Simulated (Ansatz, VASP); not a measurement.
**One calculation of PtSe2, two programs**

```
CELL_PARAMETERS angstrom
0.00000 3.88863 3.88863
3.88863 0.00000 3.88863
3.88863 3.88863 0.00000
ATOMIC_POSITIONS crystal
Pt 0.50000 0.50000 0.50000
Pt 0.75000 0.75000 0.75000
Se 0.12500 0.12500 0.12500
Se 0.62500 0.12500 0.12500
Se 0.12500 0.12500 0.62500
Se 0.12500 0.62500 0.12500
```

Alike in both runs: functional PBE; k mesh 8 × 8 × 8; occupations gaussian, width 0.1 eV; no spin polarisation.

Ansatz relaxed the structure, and its values are those at the end. VASP's run is a single point on that final structure, the one shown.

|  | VASP | Ansatz |
| --- | --- | --- |
| version | VASP 6.6.1 | Ansatz 0.2.0 |
| potentials or method | VASP PAW PBE potentials, release 64 (Pt, Se), cutoff 520 eV | scalar-relativistic, plane waves, PAW |
| valence electrons in the cell | 44 | 100 |

```csv
,VASP,Ansatz,Ansatz less VASP
gap on the k mesh at the Fermi level (eV),none,none,-
pressure (GPa),0.0,0.0,+0.02
```

A gap of «none» marks a metal or a gap that the smearing closes. The functional is the same, so the differences come from potentials, cutoffs and numerics. VASP's potentials hold 44 valence electrons a cell and Ansatz's 100, so a difference there can come from the potentials and not from the codes.

Neither program's run includes spin-orbit coupling.
